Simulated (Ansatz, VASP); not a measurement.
## Te: VASP beside Ansatz

Contents of INCAR:

```
ALGO = Normal
EDIFF = 1E-6
ENCUT = 520
GGA = PS
ISIF = 2
ISMEAR = -1
LASPH = True
LCHARG = True
LELF = True
LREAL = False
LVHAR = True
LWAVE = False
NBANDS = 9
NELM = 100
PREC = Accurate
SIGMA = 0.05
```

The input KPOINTS:

```
k-points
0
Gamma
  15 15 15
```

Contents of POSCAR:

```
Te
1.0
   -1.5495565130      1.5495565130      1.5495565130
    1.5495565130     -1.5495565130      1.5495565130
    1.5495565130      1.5495565130     -1.5495565130
Te
1
Direct
    0.0000000000      0.0000000000      0.0000000000
```

Input for Ansatz:

```yaml
crystal:
  lattice:
    - [-1.549556513, 1.549556513, 1.549556513]
    - [1.549556513, -1.549556513, 1.549556513]
    - [1.549556513, 1.549556513, -1.549556513]
  atoms:
    - { symbol: Te, position: [0.0, 0.0, 0.0] }
kpoints:
  mp_grid: { grid: [15, 15, 15] }
scf:
  occupations: { method: fermi_dirac, width: 0.05 }
hamiltonian:
  xc: pbesol
  pseudopotentials: { kind: all_electron, lapw: { basis_error: 0.001 } }
output:
  forces: true
  stress: true
  eigenvalues: true
  populations: true
```

Change from the starting cell: volume scaled by 0.55, LAPW.

Alike in both runs: task single point; functional PBEsol; k mesh 15 × 15 × 15; occupations fermi-dirac, width 0.05 eV; no spin polarisation.

```csv
,VASP,Ansatz
version,VASP 6.6.1,Ansatz 0.2.0
potentials or method,"VASP PAW PBE potentials, release 64 (Te), cutoff 520 eV","all-electron LAPW, scalar-relativistic"
```

|  | VASP | Ansatz | Ansatz less VASP |
| --- | --- | --- | --- |
| pressure (GPa) | 156.3 | 153.6 | -2.70 |

VASP's potentials were made for PBE, not for PBEsol. Both programs put the cell under a high pressure, so it lies far from rest at this level. Ansatz ran all-electron here, and VASP with PAW potentials.

Neither program's run includes spin-orbit coupling. Noted on VASP's run: the cell as given lies far from equilibrium.
